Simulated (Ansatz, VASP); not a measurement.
# Two plane-wave programs on Si2Mo

Contents of INCAR:

```
PREC = Accurate
ENCUT = 520
EDIFF = 1E-6
ISMEAR = -1
SIGMA = 0.15
LREAL = False
LASPH = True
NELM = 100
ALGO = Normal
ISIF = 2
LWAVE = False
LCHARG = False
GGA = PE
NBANDS = 18
```

The input KPOINTS:

```
regular mesh
0
Gamma
  13 13 13
```

POSCAR

```
Si2Mo
1.0
   -1.5892614214      1.5892614214      3.9041200105
    1.5892614214     -1.5892614214      3.9041200105
    1.5892614214      1.5892614214     -3.9041200105
Si Mo
2 1
Direct
    0.3330000000      0.3330000000      0.0000000000
    0.6670000000      0.6670000000      0.0000000000
    0.0000000000      0.0000000000      0.0000000000
```

Input for Ansatz:

```yaml
crystal:
  lattice:
    - [-1.58926142140683, 1.58926142140683, 3.9041200105247156]
    - [1.58926142140683, -1.58926142140683, 3.9041200105247156]
    - [1.58926142140683, 1.58926142140683, -3.9041200105247156]
  atoms:
    - { symbol: Si, position: [0.333, 0.333, 0.0] }
    - { symbol: Si, position: [0.667, 0.667, 0.0] }
    - { symbol: Mo, position: [0.0, 0.0, 0.0] }
basis:
  ecutwfc: 557.833418042754
kpoints:
  mp_grid:
    grid: [13, 13, 13]
scf:
  occupations:
    method: fermi_dirac
    width: 0.15
output:
  stress: true
```

Alike in both runs: task single point; functional PBE; k mesh 13 × 13 × 13; occupations fermi-dirac, width 0.15 eV; no spin polarisation.

|  | VASP | Ansatz |
| --- | --- | --- |
| version | VASP 6.6.1 | Ansatz 0.2.0 |
| potentials or method | VASP PAW PBE potentials, release 64 (Si, Mo_sv), cutoff 520 eV | plane waves, PAW |
| valence electrons in the cell | 22 | 22 |

Ansatz gave:

| Quantity | Value |
| --- | --- |
| pressure (GPa) | 6.9 |
| traceless stress, the component that is largest in VASP (GPa) | -0.22 |

**Question.** Estimate VASP's values.

**Answer.** Pressure (GPa): 7.1; traceless stress, the component that is largest in VASP (GPa): -0.23.
